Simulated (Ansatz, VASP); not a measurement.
## One calculation of SiO2, two programs

```
Si O
1.0
    -4.10758    4.10758    4.10758
     4.10758   -4.10758    4.10758
     4.10758    4.10758   -4.10758
Si O
8 16
Direct
  0.50000 0.00000 0.77678
  0.27678 0.27678 0.27678
  0.50000 0.00000 0.22322
  0.72322 0.72322 0.72322
  0.77678 0.50000 0.00000
  0.00000 0.22322 0.50000
  0.22322 0.50000 0.00000
  0.00000 0.77678 0.50000
  0.69473 0.94473 0.75000
  0.75000 0.69473 0.94473
  0.80527 0.55527 0.25000
  0.75000 0.19473 0.44473
  0.05527 0.25000 0.30527
  0.50000 0.00000 0.00000
  0.25000 0.80527 0.55527
  0.44473 0.75000 0.19473
  0.30527 0.05527 0.25000
  0.19473 0.44473 0.75000
  0.94473 0.75000 0.69473
  0.50000 0.50000 0.50000
  0.25000 0.30527 0.05527
  0.00000 0.50000 0.00000
  0.00000 0.00000 0.50000
  0.55527 0.25000 0.80527
```

Alike in both runs: functional LDA; k mesh 4 × 4 × 4; occupations gaussian, width 0.02 eV; no spin polarisation.

Ansatz relaxed the structure, and its values are those at the end. VASP's run is a single point on that final structure, the one shown.

|  | VASP | Ansatz |
| --- | --- | --- |
| version | VASP 6.6.1 | Ansatz 0.2.0 |
| potentials or method | VASP PAW LDA potentials, release 64 (Si, O), cutoff 520 eV | scalar-relativistic, plane waves, PAW |
| valence electrons in the cell | 128 | 128 |

```csv
,VASP,Ansatz,Ansatz less VASP
gap on the k mesh at the Fermi level (eV),6.05,6.04,-0.009
least direct gap on the mesh (eV),6.12,6.12,-0.008
pressure (GPa),3.7,2.9,-0.79
rms of the force components (eV/Å),0.022,0.002,-0.0197
```

LDA's correlation is that of Perdew and Zunger in VASP and of Perdew and Wang (1992) in Ansatz. Ansatz's warnings: stress scf threshold loose.
